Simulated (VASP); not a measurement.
Input of a VASP 6.6.1 run:

File INCAR:

```
SYSTEM = Ga2O3
PREC = Accurate ; ENCUT = 520
EDIFF = 1E-6 ; ISMEAR = -1
SIGMA = 0.03 ; LREAL = .FALSE.
LASPH = .TRUE. ; NELM = 100
ALGO = Normal ; ISIF = 2
LWAVE = .FALSE. ; LCHARG = .TRUE.
GGA = PS ; LELF = .TRUE.
LVHAR = .TRUE. ; NBANDS = 55
```

File KPOINTS:

```
Automatic mesh
0
G
  6 6 6
  0 0 0
```

POSCAR

```
Ga2O3
1.0
    2.5002355898      1.4435116908      4.4825776864
   -2.5002355898      1.4435116908      4.4825776864
    0.0000000000     -2.8870233816      4.4825776864
Ga O
4 6
Direct
    0.8557125753      0.8557125753      0.8557125753
    0.6442874247      0.6442874247      0.6442874247
    0.1442874247      0.1442874247      0.1442874247
    0.3557125753      0.3557125753      0.3557125753
    0.7500000000      0.4471967729      0.0528032271
    0.4471967729      0.0528032271      0.7500000000
    0.0528032271      0.7500000000      0.4471967729
    0.2500000000      0.5528032271      0.9471967729
    0.9471967729      0.2500000000      0.5528032271
    0.5528032271      0.9471967729      0.2500000000
```

Potentials or basis: VASP PAW PBE potentials, release 64 (Ga_d, O).

The run is started by

```console
$ cat potpaw_PBE.64/Ga_d/POTCAR potpaw_PBE.64/O/POTCAR > POTCAR
$ mpirun -np 1 vasp_std > vasp.out
```

Problem. Predict the largest force.

Solution. 0.028 eV/Å.

Problem. Predict the band gap on the k mesh.

Solution. 2.70 eV (least direct gap 2.96 eV).

Problem. Estimate the pressure.

Solution. 0.7 GPa.

Forces on the atoms (eV/Å):
```
Ga   0.000  0.000  0.028
Ga   0.000  0.000 -0.028
Ga   0.000  0.000 -0.028
Ga   0.000  0.000  0.028
O    0.005 -0.009  0.000
O   -0.010  0.000  0.000
O    0.005  0.009  0.000
O   -0.005  0.009  0.000
O   -0.005 -0.009  0.000
O    0.010  0.000  0.000
```

Caveat: the PAW data sets were made with another functional, which shifts forces and pressure a little. A k mesh can miss the band edges.
